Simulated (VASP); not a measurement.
Here is a VASP 6.6.1 calculation.

File INCAR:

```
SYSTEM = Al
PREC = Accurate
ENCUT = 400
EDIFF = 1E-6
ISMEAR = 1
SIGMA = 0.1
LREAL = .False.
LASPH = .True.
NELM = 120
ALGO = Normal
ISIF = 2
LWAVE = .False.
LCHARG = .False.
LDIPOL = .True.
IDIPOL = 3
DIPOL = 0.5 0.5 0.703
GGA = PE
NBANDS = 30
GGA_COMPAT = .False.
NELMDL = -8
```

The input KPOINTS:

```
regular mesh
0
Gamma
  9 9 1
  0 0 0
```

File POSCAR:

```
Al
1.0
    4.8111002956      0.0000000000      0.0000000000
   -2.4055501478      4.1665350762      0.0000000000
    0.0000000000      0.0000000000     32.5222320583
Al
12
Direct
    0.6666666667      0.3333333333      0.5920982388
    0.0000000000      0.0000000000      0.5992833660
    0.3333333333      0.6666666667      0.5842460647
    0.0021656917      0.3402043740      0.6672204253
    0.3380386823     -0.0021656917      0.6672204253
    0.6597956260      0.6619613177      0.6672204253
    0.3333456358      0.3332381361      0.7405430990
    0.6667618639      0.0001074997      0.7405430990
   -0.0001074997      0.6666543642      0.7405430990
    0.6666666667      0.3333333333      0.8137315873
    0.0000000000      0.0000000000      0.8138445612
    0.3333333333      0.6666666667      0.8141631916
```

Potentials or basis: VASP PAW PBE potentials, release 64 (Al).

The run is started by

```sh
$ cat potpaw_PBE.64/Al/POTCAR > POTCAR
$ mpirun -np 1 vasp_std > vasp.out
```

(1) Estimate the largest force.

(2) What does it give for the band gap on the k mesh?

Answers

(1) 0.498 eV/Å.

(2) zero (bands 18 and 19 overlap by 1.50 eV).
